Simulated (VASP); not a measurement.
Runs of VASP 6.6.1 on TePb. The structure is that of space group Fm-3m (No. 225), or close to it. The cells are those of the table. 

| level | cell | k mesh | smearing | gap on the mesh (eV) | pressure (GPa) |
| --- | --- | --- | --- | --- | --- |
| r2SCAN | a = 4.621 Å, angles 60.0°, 2 atoms | 8 × 8 × 8 | gaussian 0.01 eV | 1.09 | 0.0 |
| PBE | a = 4.622, b = 4.622, c = 4.714 Å, angles 59.3, 59.3, 58.7°, 2 atoms | 4 × 4 × 4 | gaussian 0.01 eV | (a) | 0.6 |
| PBE | a = 4.601, b = 4.601, c = 4.575 Å, angles 60.2, 60.2, 59.6°, 2 atoms | 8 × 8 × 8 | fermi-dirac 0.02 eV | 0.76 | 1.4 |
| PBE | a = 4.601, b = 4.601, c = 4.575 Å, angles 60.2, 60.2, 59.6°, 2 atoms | 4 × 4 × 4 | gaussian 0.01 eV | 0.76 | 1.4 |
| PBE | a = 4.621 Å, angles 60.0°, 2 atoms | 4 × 4 × 4 | gaussian 0.01 eV | 0.80 | 0.6 |

Alike in all rows: task single point; potentials or basis VASP PAW PBE potentials, release 64 (Pb_d, Te); no spin polarisation; cutoff (eV) 520.

**Question.** Fill in the values left out.

**Answer.** (a) 0.60.

Caveats: some runs use coarse meshes; spin-orbit coupling is left out, which moves the levels of the heavy elements; the PAW data sets were made with another functional, which shifts forces and pressure a little (some runs).

A k mesh can miss the band edges, and the runs leave out spin-orbit coupling on Pb, Te.
